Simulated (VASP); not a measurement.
# Ta (P6_3/mmc) in VASP: notebook, part 3 of 3

VASP 6.6.1. Earlier steps stand in the parts before.

### Step 5. Single point, LDA (18.42 Å³/atom)

This run uses another cell than the first one, of 18.42 Å³/atom.

INCAR reads:

```
PREC = Accurate
ENCUT = 520
EDIFF = 1E-7
ISMEAR = -1
SIGMA = 0.1
LREAL = False
LASPH = True
NELM = 80
ALGO = Normal
ISIF = 2
LWAVE = False
LCHARG = False
NBANDS = 30
```

KPOINTS reads:

```
regular mesh
0
Gamma
  14 14 4
```

POSCAR reads:

```
Ta
1.0
    2.8941499553      0.0000000000      0.0000000000
   -1.4470749777      2.5064073836      0.0000000000
    0.0000000000      0.0000000000     10.1595866225
Ta
4
Direct
    0.0000000000      1.0000000000      1.0000000000
    0.0000000000      0.0000000000      0.5000000000
    0.3333333333      0.6666666667      0.2500000000
    0.6666666667      0.3333333333      0.7500000000
```

Potentials or basis: VASP PAW LDA potentials, release 64 (Ta_pv).

Command:

```
cat potpaw_LDA.64/Ta_pv/POTCAR > POTCAR
mpirun -np 1 vasp_std > vasp.out
```

OUTCAR:

```text
PREC = Accurate
   ENCUT = 520
   EDIFF = 1E-7
   ISMEAR = -1
   LREAL = False
   LASPH = True
   NELM = 80
   ISIF = 2

 ion  position               nearest neighbor table
   1  0.000  0.000  0.000-   3 3.04   4 3.04   3 3.04   4 3.04   4 3.04   3 3.04
   2  0.000  0.000  0.500-   3 3.04   4 3.04   3 3.04   4 3.04   4 3.04   3 3.04
   3  0.333  0.667  0.250-   1 3.04   2 3.04   1 3.04   2 3.04   1 3.04   2 3.04
   4  0.667  0.333  0.750-   1 3.04   2 3.04   1 3.04   2 3.04   1 3.04   2 3.04

  LATTYP: Found a hexagonal cell.
 ALAT       =     2.8941499553
 C/A-ratio  =     3.5103870841

  Lattice vectors:

 A1 = (   2.8941499553,   0.0000000000,   0.0000000000)
 A2 = (  -1.4470749777,   2.5064073836,   0.0000000000)
 A3 = (   0.0000000000,   0.0000000000,  10.1595866225)

Analysis of symmetry for initial positions (statically):
=====================================================================
 Subroutine PRICEL returns:
 Original cell was already a primitive cell.

 Routine SETGRP: Setting up the symmetry group for a
 hexagonal supercell.

 Subroutine GETGRP returns: Found 24 space group operations
 (whereof 12 operations were pure point group operations)
 out of a pool of 24 trial point group operations.

The static configuration has the point symmetry D_3d.
 The point group associated with its full space group is D_6h.

Analysis of symmetry for dynamics (positions and initial velocities):
=====================================================================
 Subroutine PRICEL returns:
 Original cell was already a primitive cell.

 Routine SETGRP: Setting up the symmetry group for a
 hexagonal supercell.

 Subroutine GETGRP returns: Found 24 space group operations
 (whereof 12 operations were pure point group operations)
 out of a pool of 24 trial point group operations.

The dynamic configuration has the point symmetry D_3d.
 The point group associated with its full space group is D_6h.

[... 115 lines left out ...]
   EMIN   =  10.00;   EMAX   =-10.00  energy-range for DOS
   EFERMI =   0.00;   METHOD = LEGACY
   ISMEAR =    -1;   SIGMA  =   0.10  broadening in eV -4-tet -1-fermi 0-gaus
   EFERMI_NEDOS =   21; number of points for ismear=-14 and -15
   IALGO  =     38    algorithm
   IMIX   =      4    mixing-type and parameters
     AMIX     =   0.40;   BMIX     =  1.00
     AMIX_MAG =   1.60;   BMIX_MAG =  1.00
  volume/ion in A,a.u.               =      18.42       124.33
  Fermi-wavevector in a.u.,A,eV,Ry     =   1.378509  2.605004 25.854960  1.900286
  Thomas-Fermi vector in A             =   2.503564
   LORBIT       =      0    0 simple, 1 ext, 2 COOP (PROOUT), +10 PAW based schemes
   GGA     = CA    functional components
   LHFCALC =     F    Hartree Fock is set to
   AEXX    =    0.0000 exact exchange contribution
   IVDW    =     0    specifies the selected vdW correction
   LEPSILON=     F    determine dielectric tensor
   LRPA    =     F    only Hartree local field effects (RPA)
 non-spin polarized calculation
  energy-cutoff  :      520.00
  volume of cell :       73.70
 maximum number of plane-waves:      2030
 NGX is ok and might be reduce to    24
   NGX = 11   NGY = 11   NGZ = 37

 number of electron      44.0000002 magnetization

 Free energy of the ion-electron system (eV)
  ---------------------------------------------------
  ext. energy  EPLUGINS =         0.00000000
  ---------------------------------------------------
  free energy    TOTEN  =       -50.15853958 eV

  energy without entropy =      -49.99578052  energy(sigma->0) =      -50.07716005

 E-fermi :   5.5943     XC(G=0): -12.6746

 val. band max:        5.5920103961   @ k =   0.2143   0.2143   0.0000
 cond. band min:       5.6072986044   @ k =   0.2857   0.2143   0.0000
 fundamental gap:      0.0152882083
 Fermi energy:         5.5942540141

 k-point     1 :       0.0000    0.0000    0.0000
  band No.  band energies     occupation
      1     -28.7921      2.00000
      2     -28.3772      2.00000
      3     -28.3124      2.00000
      4     -27.8658      2.00000
      5     -27.8127      2.00000
      6     -27.8127      2.00000
[... 781 lines left out ...]
     29       9.7383      0.00000
     30      10.3277      0.00000

 [... further k-points ...]
[... 5 lines left out ...]
  --------------------------------------------------------------------------------------
  -------------------------------------------------------------------------------------
  Total       -3.2123621     -3.2123621     -3.2134817      0.0000000     -0.0000000      0.0000000
  in kB      -69.8371249    -69.8371249    -69.8614644      0.0000000     -0.0000000      0.0000000
  external PRESSURE =     -69.8452381 kB  Pullay stress =       0.0000000 kB

 VOLUME and BASIS-vectors are now :
 -----------------------------------------------------------------------------
  energy-cutoff  :      520.00
  volume of cell :       73.70
      direct lattice vectors                 reciprocal lattice vectors
     2.894149955  0.000000000  0.000000000     0.345524598  0.199488720  0.000000000
    -1.447074978  2.506407384  0.000000000     0.000000000  0.398977439  0.000000000
     0.000000000  0.000000000 10.159586623     0.000000000  0.000000000  0.098429202

 POSITION                                       TOTAL-FORCE (eV/Angst)
 -----------------------------------------------------------------------------------
      0.00000      0.00000      0.00000         0.000000      0.000000      0.000000
      0.00000      0.00000      5.07979         0.000000      0.000000      0.000000
     -0.00000      1.67094      2.53990        -0.000000      0.000000      0.000000
      1.44707      0.83547      7.61969         0.000000      0.000000     -0.000000
 -----------------------------------------------------------------------------------
    total drift:                               -0.000000      0.000000     -0.000000

  FREE ENERGIE OF THE ION-ELECTRON SYSTEM (eV)
  ---------------------------------------------------
  free  energy   TOTEN  =       -50.1585395763 eV

  energy  without entropy=      -49.9957805174  energy(sigma->0) =      -50.07716005
```

OSZICAR:

```text
N       E                     dE             d eps       ncg     rms          rms(c)
DAV:   1     0.414570664324E+03    0.41457E+03   -0.24477E+04  4320   0.152E+03
DAV:   2    -0.358180198847E+02   -0.45039E+03   -0.43949E+03  4794   0.444E+02
DAV:   3    -0.518961619968E+02   -0.16078E+02   -0.15411E+02  5512   0.756E+01
DAV:   4    -0.522075262117E+02   -0.31136E+00   -0.30824E+00  5230   0.965E+00
DAV:   5    -0.522142925495E+02   -0.67663E-02   -0.67627E-02  5524   0.117E+00    0.255E+01
DAV:   6    -0.506479235884E+02    0.15664E+01   -0.17788E+00  4952   0.925E+00    0.121E+01
DAV:   7    -0.501923619528E+02    0.45556E+00   -0.16095E+00  5012   0.827E+00    0.974E-01
DAV:   8    -0.501648669337E+02    0.27495E-01   -0.18489E-01  5532   0.299E+00    0.540E-01
DAV:   9    -0.501585503899E+02    0.63165E-02   -0.16485E-02  5134   0.929E-01    0.120E-01
DAV:  10    -0.501585579597E+02   -0.75698E-05   -0.59868E-04  5374   0.133E-01    0.774E-02
DAV:  11    -0.501585401700E+02    0.17790E-04   -0.75735E-05  5388   0.508E-02    0.223E-02
DAV:  12    -0.501585397177E+02    0.45236E-06   -0.35278E-06  5514   0.132E-02    0.557E-03
DAV:  13    -0.501585395809E+02    0.13675E-06   -0.52577E-07  4582   0.543E-03    0.779E-04
DAV:  14    -0.501585395763E+02    0.46502E-08   -0.32869E-08  3090   0.132E-03
   1 F= -.50158540E+02 E0= -.50077160E+02  d E =-.162759E+00
```

It took 4.5 min on 1 thread of Intel Xeon 8259CL, shared host; peak memory 0.25 GiB.

What came out:

```
Free energy            : -50.1585 eV
Pressure               : -7.0 GPa
Band gap on the k mesh : zero (bands 22 and 23 overlap by 1.03 eV)
```

Levels at points of the mesh, in eV from the Fermi level:
```csv
k point,band 18,band 19,band 20,band 21,band 22,band 23,band 24,band 25,band 26,band 27
"(0.00, 0.00, 0.00)",-1.08,-0.43,0.26,0.43,0.43,0.54,0.54,0.88,0.88,1.01
"(0.50, 0.00, 0.00)",-2.44,-2.20,-1.15,-0.34,0.45,0.72,1.79,2.52,2.53,2.58
"(0.00, 0.00, 0.50)",-0.71,-0.54,-0.54,0.53,0.53,0.53,0.53,0.87,0.87,0.87
"(0.50, 0.00, 0.50)",-3.13,-1.16,-1.16,0.53,0.53,1.19,1.19,1.38,1.38,4.46
```

Caveat: the cell stands under tension; spin-orbit coupling is left out, which moves the levels of the heavy elements.

### Step 6. Single point, LDA (19.13 Å³/atom)

This run uses another cell than the first one, of 19.13 Å³/atom.

INCAR reads:

```
PREC = Accurate
ENCUT = 520
EDIFF = 1E-7
ISMEAR = -1
SIGMA = 0.1
LREAL = F
LASPH = T
NELM = 100
ALGO = Normal
ISIF = 2
LWAVE = F
LCHARG = F
GGA = CA
NBANDS = 30
```

KPOINTS reads:

```
Automatic mesh
0
Gamma
  14 14 4
```

POSCAR reads:

```
Ta
1.0
    2.9307886543      0.0000000000      0.0000000000
   -1.4653943272      2.5381374278      0.0000000000
    0.0000000000      0.0000000000     10.2882026385
Ta
4
Direct
    0.0000000000      1.0000000000      1.0000000000
    0.0000000000      0.0000000000      0.5000000000
    0.3333333333      0.6666666667      0.2500000000
    0.6666666667      0.3333333333      0.7500000000
```

Potentials or basis: VASP PAW LDA potentials, release 64 (Ta_pv).

Command:

```
cat potpaw_LDA.64/Ta_pv/POTCAR > POTCAR
mpirun -np 1 vasp_std > vasp.out
```

OUTCAR:

```text
PREC = Accurate
   ENCUT = 520
   EDIFF = 1E-7
   ISMEAR = -1
   LREAL = F
   LASPH = T
   NELM = 100
   ISIF = 2
   GGA = CA

 ion  position               nearest neighbor table
   1  0.000  0.000  0.000-   3 3.08   4 3.08   4 3.08   3 3.08   4 3.08   3 3.08
   2  0.000  0.000  0.500-   3 3.08   4 3.08   4 3.08   3 3.08   4 3.08   3 3.08
   3  0.333  0.667  0.250-   1 3.08   2 3.08   1 3.08   2 3.08   1 3.08   2 3.08
   4  0.667  0.333  0.750-   1 3.08   2 3.08   1 3.08   2 3.08   1 3.08   2 3.08

  LATTYP: Found a hexagonal cell.
[... 994 lines left out ...]
  --------------------------------------------------------------------------------------
  -------------------------------------------------------------------------------------
  Total       -6.4013837     -6.4013837     -6.3640766      0.0000000     -0.0000000     -0.0000000
  in kB     -134.0124972   -134.0124972   -133.2314751      0.0000000     -0.0000000     -0.0000000
  external PRESSURE =    -133.7521565 kB  Pullay stress =       0.0000000 kB

 VOLUME and BASIS-vectors are now :
 -----------------------------------------------------------------------------
  energy-cutoff  :      520.00
  volume of cell :       76.53
      direct lattice vectors                 reciprocal lattice vectors
     2.930788654  0.000000000  0.000000000     0.341205088  0.196994849  0.000000000
    -1.465394327  2.538137428  0.000000000     0.000000000  0.393989699  0.000000000
     0.000000000  0.000000000 10.288202638     0.000000000  0.000000000  0.097198708

 POSITION                                       TOTAL-FORCE (eV/Angst)
 -----------------------------------------------------------------------------------
      0.00000      0.00000      0.00000        -0.000000      0.000000      0.000000
      0.00000      0.00000      5.14410        -0.000000      0.000000      0.000000
     -0.00000      1.69209      2.57205         0.000000      0.000000      0.000000
      1.46539      0.84605      7.71615        -0.000000     -0.000000     -0.000000
 -----------------------------------------------------------------------------------
    total drift:                               -0.000000      0.000000     -0.000000

  FREE ENERGIE OF THE ION-ELECTRON SYSTEM (eV)
  ---------------------------------------------------
  free  energy   TOTEN  =       -49.9774151077 eV

  energy  without entropy=      -49.8083569478  energy(sigma->0) =      -49.89288603
```

stdout:

```text
POSCAR found type information on POSCAR Ta
 POSCAR found :  1 types and       4 ions
 scaLAPACK will be used
 LDA part: xc-table for (Slater(with rela. corr.)+CA(PZ))
 , standard interpolation
 POSCAR, INCAR and KPOINTS ok, starting setup
 FFT: planning ... GRIDC
 FFT: planning ... GRID_SOFT
 FFT: planning ... GRID
 WAVECAR not read
 entering main loop
```

Wall time 4.5 min (1 thread of Intel Xeon 8259CL, shared host); peak memory 0.25 GiB.

What came out:

| Property | Result |
| --- | --- |
| Free energy | -49.9774 eV |
| Pressure | -13.4 GPa |
| Band gap on the k mesh | zero (bands 22 and 23 overlap by 1.03 eV) |

Levels at points of the mesh, in eV from the Fermi level:
```
           k point  band 19  band 20  band 21  band 22  band 23  band 24  band 25  band 26
(0.00, 0.00, 0.00)    -0.38     0.15     0.45     0.45     0.55     0.55     0.87     0.87
(0.50, 0.00, 0.00)    -2.09    -1.08    -0.36     0.42     0.72     1.64     2.34     2.44
(0.00, 0.00, 0.50)    -0.58    -0.58     0.54     0.54     0.54     0.54     0.86     0.86
(0.50, 0.00, 0.50)    -1.09    -1.09     0.45     0.45     1.18     1.18     1.27     1.27
```

Caveat: the cell stands under tension; spin-orbit coupling is left out, which moves the levels of the heavy elements.

### Step 7. The runs side by side

```tsv
cell	gap on the mesh (eV)	pressure (GPa)
a = 2.778, b = 2.778, c = 9.753 Å, angles 90.0, 90.0, 120.0°, 4 atoms	none	21.2
a = 2.818, b = 2.818, c = 9.892 Å, angles 90.0, 90.0, 120.0°, 4 atoms	none	10.0
a = 2.857, b = 2.857, c = 10.028 Å, angles 90.0, 90.0, 120.0°, 4 atoms	none	0.7
a = 2.894, b = 2.894, c = 10.160 Å, angles 90.0, 90.0, 120.0°, 4 atoms	none	-7.0
a = 2.931, b = 2.931, c = 10.288 Å, angles 90.0, 90.0, 120.0°, 4 atoms	none	-13.4
```

Alike in all rows: task single point; level LDA; potentials or basis VASP PAW LDA potentials, release 64 (Ta_pv); no spin polarisation; k mesh 14 × 14 × 4; cutoff (eV) 520; smearing fermi-dirac 0.1 eV.

Caveats: spin-orbit coupling is left out, which moves the levels of the heavy elements; the cell stands under pressure (at least some runs); the cell stands under tension (at least some runs).

Total energies depend on the potentials used, so only differences within one code and one set of settings carry meaning.
